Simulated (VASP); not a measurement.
Write the native input for VASP 6.6.1 that does the following.

```yaml
Task: relaxation of cell and atoms
Functional: PBEsol
Potentials_or_basis: VASP PAW PBE potentials, release 64 (Au)
Cutoff: 500 eV
k_mesh: 9 × 9 × 9
Occupations: methfessel-paxton, width 0.1 eV
Spin: no spin polarisation
Dipole_correction: no
Further_INCAR_settings: ALGO = Normal; EDIFF = 1e-07; IBRION = 2; EDIFFG = -0.02; NSW = 80; ISIF = 3
```

The structure of Au lies in POSCAR:

```
Au
1.0
    0.0000000000      2.0350000000      2.0350000000
    2.0350000000      0.0000000000      2.0350000000
    2.0350000000      2.0350000000      0.0000000000
Au
1
Direct
    0.0000000000      0.0000000000      0.0000000000
```

One way to write it, as run:

INCAR

```
SYSTEM = Au
ALGO     = Normal         ! electronic algorithm
EDIFF    = 1E-7           ! SCF threshold, eV
EDIFFG   = -0.02          ! ionic threshold
ENCUT    = 500            ! plane-wave cutoff, eV
GGA      = PS             ! functional
GGA_COMPAT= .FALSE.      
IBRION   = 2              ! ionic algorithm
ISIF     = 3              ! what is computed and relaxed
ISMEAR   = 1              ! smearing method
LASPH    = .TRUE.         ! aspherical terms in the spheres
LCHARG   = .FALSE.        ! write CHGCAR
LREAL    = .FALSE.        ! projectors in reciprocal space
LWAVE    = .FALSE.        ! write WAVECAR
NELM     = 120            ! most SCF steps
NELMIN   = 4            
NSW      = 80             ! ionic steps
PREC     = Accurate       ! precision mode
SIGMA    = 0.1            ! smearing width, eV
```

KPOINTS

```
k-points
0
G
  9 9 9
  0 0 0
```

Potentials or basis: VASP PAW PBE potentials, release 64 (Au).

Launch:

```bash
$ cat potpaw_PBE.64/Au/POTCAR > POTCAR
$ mpirun -np 1 vasp_std > vasp.out
```

It gave:

```yaml
Relaxed_volume: 16.98 Å³/atom
Relaxed_cell: a = 2.885 Å, b = 2.885 Å, c = 2.885 Å, α = 60.00°, β = 60.00°, γ = 60.00°
Space_group_after_relaxing_to_0.05_Å: Fm-3m (No. 225)
Energy_gained_by_relaxing: 0.5 meV/atom
Ionic_steps: 3
Pressure_after_relaxing: 0.0 GPa
```

Caveat: the PAW data sets were made with another functional, which shifts forces and pressure a little.

Run time: 16 s on 1 thread of AMD EPYC 7R43 64-Core Processor (Zen 3), with other jobs on the host, peak memory 0.1 GiB.
